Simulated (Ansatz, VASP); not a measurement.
This is a calculation of AlN for Ansatz 0.2.0.

File input.yaml:

```yaml
crystal:
  lattice:
    - [0.0, 2.1839935596, 2.1839935596]
    - [2.1839935596, 0.0, 2.1839935596]
    - [2.1839935596, 2.1839935596, 0.0]
  atoms:
    - { symbol: Al, position: [0.0, 0.0, 0.0] }
    - { symbol: "N", position: [0.25, 0.25, 0.25] }
kpoints:
  mp_grid: { grid: [10, 10, 10] }
scf:
  occupations: { method: fermi_dirac, width: 0.05 }
hamiltonian:
  xc: pbe
  dispersion: d4
  pseudopotentials: { kind: all_electron, lapw: { basis_error: 0.001 } }
output:
  forces: true
  stress: true
relax:
  f_tol: 0.01
  max_steps: 60
  cell: {}
```

Potentials or basis: all-electron LAPW, scalar-relativistic.

Command:

```console
$ ansatz run input.yaml --threads 1 --pin off --max-ram 3072MiB --backend cpu --events-out ev --progress --plain --runs-dir out
```

Question: Set up the same calculation for VASP 6.6.1. Potentials there: VASP PAW PBE potentials, release 64 (Al, N).

Answer: As run (the cutoff follows the program's own potentials):

Contents of INCAR:

```
SYSTEM = AlN
PREC = Accurate
ENCUT = 600
EDIFF = 1E-6
ISMEAR = -1
SIGMA = 0.05
LREAL = .FALSE.
LASPH = .TRUE.
NELM = 60
ALGO = Normal
ISIF = 3
LWAVE = .FALSE.
LCHARG = .FALSE.
GGA = PE
IVDW = 13
IBRION = 2
NSW = 80
EDIFFG = -0.01
```

The input KPOINTS:

```
regular mesh
0
G
  10 10 10
  0 0 0
```

POSCAR

```
AlN
1.0
    0.0000000000      2.1839935596      2.1839935596
    2.1839935596      0.0000000000      2.1839935596
    2.1839935596      2.1839935596      0.0000000000
Al N
1 1
Direct
    0.0000000000      0.0000000000      0.0000000000
    0.2500000000      0.2500000000      0.2500000000
```

Potentials or basis: VASP PAW PBE potentials, release 64 (Al, N).

Command:

```sh
$ cat potpaw_PBE.64/Al/POTCAR potpaw_PBE.64/N/POTCAR > POTCAR
$ mpirun -np 1 vasp_std > vasp.out
```

Both were run:

|  | VASP | Ansatz | Ansatz less VASP |
| --- | --- | --- | --- |
| relaxed volume (Å³/atom) | 10.41 | 10.42 | +0.010 |
| relaxed cell length with the largest relative difference (Å) | 3.088 | 3.089 | +0.0010 |

Ansatz ran all-electron here, and VASP with PAW potentials.
